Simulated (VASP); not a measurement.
Runs of VASP 6.6.1 on In3GaP4. The structure is that of space group Pm-3m (No. 221), or close to it. The cells are those of the table. 

| task | cell | k mesh | cutoff (eV) | gap on the mesh (eV) | pressure (GPa) | relaxed volume (Å³/atom) |
| --- | --- | --- | --- | --- | --- | --- |
| relaxation of cell and atoms | relaxed from a = 5.596 Å, 8 atoms | 4 × 4 × 4 | 600 | none | 0.0 | 20.37 |
| single point | a = 5.464 Å, 8 atoms | 4 × 4 × 4 | 520 | none | -0.1 | - |
| relaxation of cell and atoms | relaxed from a = 5.464 Å, 8 atoms | 8 × 8 × 8 | 600 | none | 0.0 | 20.36 |
| single point | a = 5.461 Å, 8 atoms | 8 × 8 × 8 | 520 | none | 0.0 | - |
| single point | a = 5.596 Å, 8 atoms | 4 × 4 × 4 | 520 | none | (a) | - |

Alike in all rows: level PBE; potentials or basis VASP PAW PBE potentials, release 64 (In_d, Ga_d, P); no spin polarisation; smearing gaussian 0.1 eV.

Fill in the values left out.

(a) -4.5.

Caveats: spin-orbit coupling is left out, which moves the levels of the heavy elements; the cell stands under tension (at least some runs); semilocal functionals underestimate gaps, so a narrow gap can read as zero (at least some runs).

A k mesh can miss the band edges, and the runs leave out spin-orbit coupling on Ga, In.

A gap of «none» marks levels without a gap at the run's occupations.
